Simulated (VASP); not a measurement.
# Rb3HBr4 (Pm-3m) in VASP: a series of runs, part 2 of 2

VASP 6.6.1. Earlier steps stand in the parts before.

### Step 3. Relaxation of cell and atoms, PBE

File INCAR:

```
PREC = Accurate
ENCUT = 600
EDIFF = 1E-6
ISMEAR = 0
SIGMA = 0.1
LREAL = False
LASPH = True
NELM = 100
ALGO = Normal
ISIF = 3
LWAVE = False
LCHARG = False
GGA = PE
IBRION = 2
NSW = 100
EDIFFG = -0.01
```

File KPOINTS:

```
Automatic mesh
0
Gamma
  6 6 6
```

File POSCAR:

```
Rb3HBr4
1.0
    6.8200863962      0.0000000000      0.0000000000
    0.0000000000      6.8200863962      0.0000000000
    0.0000000000      0.0000000000      6.8200863962
Rb H Br
3 1 4
Direct
    0.0000000000      0.5000000000      0.5000000000
    0.5000000000      0.0000000000      0.5000000000
    0.5000000000      0.5000000000      0.0000000000
    0.0000000000      0.0000000000      0.0000000000
    0.5000000000      0.0000000000      0.0000000000
    0.5000000000      0.5000000000      0.5000000000
    0.0000000000      0.0000000000      0.5000000000
    0.0000000000      0.5000000000      0.0000000000
```

Potentials or basis: VASP PAW PBE potentials, release 64 (Rb_sv, H, Br).

The run is started by

```console
cat potpaw_PBE.64/Rb_sv/POTCAR potpaw_PBE.64/H/POTCAR potpaw_PBE.64/Br/POTCAR > POTCAR
mpirun -np 1 vasp_std > vasp.out
```

OUTCAR:

```text
PREC = Accurate
   ENCUT = 600
   EDIFF = 1E-6
   ISMEAR = 0
   LREAL = False
   LASPH = True
   NELM = 100
   ISIF = 3
   GGA = PE
   IBRION = 2
   NSW = 100
   EDIFFG = -0.01

 ion  position               nearest neighbor table
   1  0.000  0.500  0.500-   6 3.41   7 3.41   8 3.41   8 3.41   7 3.41   6 3.41   3 4.82   2 4.82
                             2 4.82   2 4.82   3 4.82   3 4.82   3 4.82   2 4.82
   2  0.500  0.000  0.500-   5 3.41   6 3.41   7 3.41   5 3.41   6 3.41   7 3.41   3 4.82   1 4.82
                             3 4.82   1 4.82   3 4.82   1 4.82   3 4.82   1 4.82
   3  0.500  0.500  0.000-   5 3.41   6 3.41   8 3.41   6 3.41   5 3.41   8 3.41   2 4.82   2 4.82
                             2 4.82   1 4.82   2 4.82   1 4.82   1 4.82   1 4.82
   4  0.000  0.000  0.000-
   5  0.500  0.000  0.000-   2 3.41   3 3.41   2 3.41   3 3.41
   6  0.500  0.500  0.500-   1 3.41   2 3.41   3 3.41   3 3.41   2 3.41   1 3.41
   7  0.000  0.000  0.500-   1 3.41   2 3.41   1 3.41   2 3.41
   8  0.000  0.500  0.000-   1 3.41   3 3.41   1 3.41   3 3.41

  LATTYP: Found a simple cubic cell.
 ALAT       =     6.8200863962

  Lattice vectors:

[... 247 lines left out ...]
      1     -26.6545      2.00000
      2     -26.6448      2.00000
      3     -26.6448      2.00000
      4     -14.6976      2.00000
      5     -14.6474      2.00000
      6     -14.6474      2.00000
[... 709 lines left out ...]
     32       4.4541      0.00000
     33       4.7242      0.00000

------------------------ aborting loop because EDIFF is reached ----------------------------------------

  FORCE on cell =-STRESS in cart. coord.  units (eV):
  Direction    XX          YY          ZZ          XY          YZ          ZX
  --------------------------------------------------------------------------------------
  -------------------------------------------------------------------------------------
  Total        0.0521908      0.0521908      0.0521908     -0.0000000      0.0000000     -0.0000000
  in kB        0.2631204      0.2631204      0.2631204     -0.0000000      0.0000000     -0.0000000
  external PRESSURE =       0.2631204 kB  Pullay stress =       0.0000000 kB

 VOLUME and BASIS-vectors are now :
 -----------------------------------------------------------------------------
  energy-cutoff  :      600.00
  volume of cell :      317.80
      direct lattice vectors                 reciprocal lattice vectors
     6.824170337  0.000000000  0.000000000     0.146537960 -0.000000000  0.000000000
     0.000000000  6.824170337  0.000000000    -0.000000000  0.146537960  0.000000000
    -0.000000000 -0.000000000  6.824170337    -0.000000000 -0.000000000  0.146537960

 POSITION                                       TOTAL-FORCE (eV/Angst)
 -----------------------------------------------------------------------------------
     -0.00000      3.41209      3.41209        -0.000000     -0.000000      0.000000
      3.41209     -0.00000      3.41209        -0.000000     -0.000000      0.000000
      3.41209      3.41209      0.00000         0.000000      0.000000      0.000000
      0.00000      0.00000      0.00000         0.000000      0.000000      0.000000
      3.41209      0.00000      0.00000         0.000000      0.000000      0.000000
      3.41209      3.41209      3.41209        -0.000000     -0.000000      0.000000
     -0.00000     -0.00000      3.41209         0.000000     -0.000000      0.000000
      0.00000      3.41209      0.00000         0.000000      0.000000      0.000000
 -----------------------------------------------------------------------------------
    total drift:                                0.000000     -0.000000      0.000000

  FREE ENERGIE OF THE ION-ELECTRON SYSTEM (eV)
  ---------------------------------------------------
  free  energy   TOTEN  =       -20.0026455768 eV

  energy  without entropy=      -19.9945519424  energy(sigma->0) =      -19.99859876

 reached required accuracy - stopping structural energy minimisation
```

CONTCAR:

```text
Rb3HBr4
   1.00000000000000
     6.8241703371821796    0.0000000000000000    0.0000000000000000
     0.0000000000000000    6.8241703371821796    0.0000000000000000
    -0.0000000000000000   -0.0000000000000000    6.8241703371821796
  Rb              H               Br
     3     1     4
Direct
     0.0000000000000000    0.5000000000000000    0.5000000000000000
     0.5000000000000000    0.0000000000000000    0.5000000000000000
     0.5000000000000000    0.5000000000000000    0.0000000000000000
     0.0000000000000000    0.0000000000000000    0.0000000000000000
     0.5000000000000000    0.0000000000000000    0.0000000000000000
     0.5000000000000000    0.5000000000000000    0.5000000000000000
     0.0000000000000000    0.0000000000000000    0.5000000000000000
     0.0000000000000000    0.5000000000000000    0.0000000000000000

  0.00000000E+00  0.00000000E+00  0.00000000E+00
  0.00000000E+00  0.00000000E+00  0.00000000E+00
  0.00000000E+00  0.00000000E+00  0.00000000E+00
  0.00000000E+00  0.00000000E+00  0.00000000E+00
  0.00000000E+00  0.00000000E+00  0.00000000E+00
  0.00000000E+00  0.00000000E+00  0.00000000E+00
  0.00000000E+00  0.00000000E+00  0.00000000E+00
  0.00000000E+00  0.00000000E+00  0.00000000E+00
```

Run time: 4 min. Hardware: 1 thread of AMD EPYC 9R45 (Zen 5), shared host; peak memory 0.52 GiB.

Results:

| Property | Result |
| --- | --- |
| Free energy | -20.0026 eV |
| Relaxed volume | 39.72 Å³/atom |
| Relaxed cell | a = 6.824 Å, b = 6.824 Å, c = 6.824 Å, α = 90.00°, β = 90.00°, γ = 90.00° |
| Space group after relaxing (to 0.05 Å) | Pm-3m (No. 221) |
| Energy gained by relaxing | 0.0 meV/atom |
| Ionic steps | 2 |
| Pressure after relaxing | 0.0 GPa |
| Band gap on the k mesh | zero (filled and empty bands touch) |

Step by step:
```tsv
step	energy change (eV)	largest force (eV/Å)	pressure (GPa)	volume (Å³)
1	0.0000	0.0000	0.05	317.23
2	-0.0001	0.0000	0.03	317.80
```

Final structure:
```
Rb H Br
1.0
     6.82417    0.00000    0.00000
     0.00000    6.82417    0.00000
     0.00000    0.00000    6.82417
Rb H Br
3 1 4
Direct
  0.00000 0.50000 0.50000
  0.50000 0.00000 0.50000
  0.50000 0.50000 0.00000
  0.00000 0.00000 0.00000
  0.50000 0.00000 0.00000
  0.50000 0.50000 0.50000
  0.00000 0.00000 0.50000
  0.00000 0.50000 0.00000
```

### Step 4. Single point, PBE

This run uses another cell than the first one, of 27.82 Å³/atom, 0.702 times its volume.

File INCAR:

```
SYSTEM = Rb3HBr4
PREC = Accurate
ENCUT = 520
EDIFF = 1E-7
ISMEAR = 0
SIGMA = 0.1
LREAL = .FALSE.
LASPH = .TRUE.
NELM = 100
ALGO = Normal
ISIF = 2
LWAVE = .FALSE.
LCHARG = .TRUE.
GGA = PE
LELF = .TRUE.
LVHAR = .TRUE.
NBANDS = 38
```

File KPOINTS:

```
regular mesh
0
G
  4 4 4
  0 0 0
```

Edit POSCAR of step 3 so:

```diff
@@ -2,5 +2,5 @@
 1.0
-    6.8200863962      0.0000000000      0.0000000000
-    0.0000000000      6.8200863962      0.0000000000
-    0.0000000000      0.0000000000      6.8200863962
+    6.0604123000      0.0000000000      0.0000000000
+    0.0000000000      6.0604123000      0.0000000000
+    0.0000000000      0.0000000000      6.0604123000
 Rb H Br
```

The run is started by

```console
cat potpaw_PBE.64/Rb_sv/POTCAR potpaw_PBE.64/H/POTCAR potpaw_PBE.64/Br/POTCAR > POTCAR
mpirun -np 1 vasp_std > vasp.out
```

Wall time 65 s (1 thread of AMD EPYC 9R45 (Zen 5), shared host); peak memory 0.32 GiB.

It converged, with:

* Free energy: -17.8658 eV
* Pressure: 10.2 GPa
* Band gap on the k mesh: zero (filled and empty bands touch)

Levels at points of the mesh, in eV from the Fermi level:
```csv
k point,band 25,band 26,band 27,band 28,band 29,band 30,band 31,band 32
"(0.00, 0.00, 0.00)",-0.19,-0.19,-0.08,-0.08,-0.08,5.33,5.33,5.33
"(0.50, 0.00, 0.00)",-0.24,-0.24,-0.16,-0.16,0.57,5.76,6.85,7.05
"(0.50, 0.50, 0.00)",-0.37,-0.33,-0.33,-0.31,0.93,7.49,7.52,7.56
"(0.50, 0.50, 0.50)",-0.92,-0.92,-0.43,-0.43,1.18,7.01,7.01,7.01
```

### Step 5. Overview

```csv
task,cell,k mesh,cutoff (eV),gap on the mesh (eV),pressure (GPa)
single point,"a = 6.820 Å, 8 atoms",6 × 6 × 6,520,none,0.0
relaxation of cell and atoms,"relaxed from a = 6.820 Å, 8 atoms",6 × 6 × 6,600,none,0.0
single point,"a = 6.060 Å, 8 atoms",4 × 4 × 4,520,none,10.2
```

Alike in all rows: level PBE; potentials or basis VASP PAW PBE potentials, release 64 (Rb_sv, H, Br); no spin polarisation; smearing gaussian 0.1 eV.

Absolute energies hang on the potentials; compare differences alone.
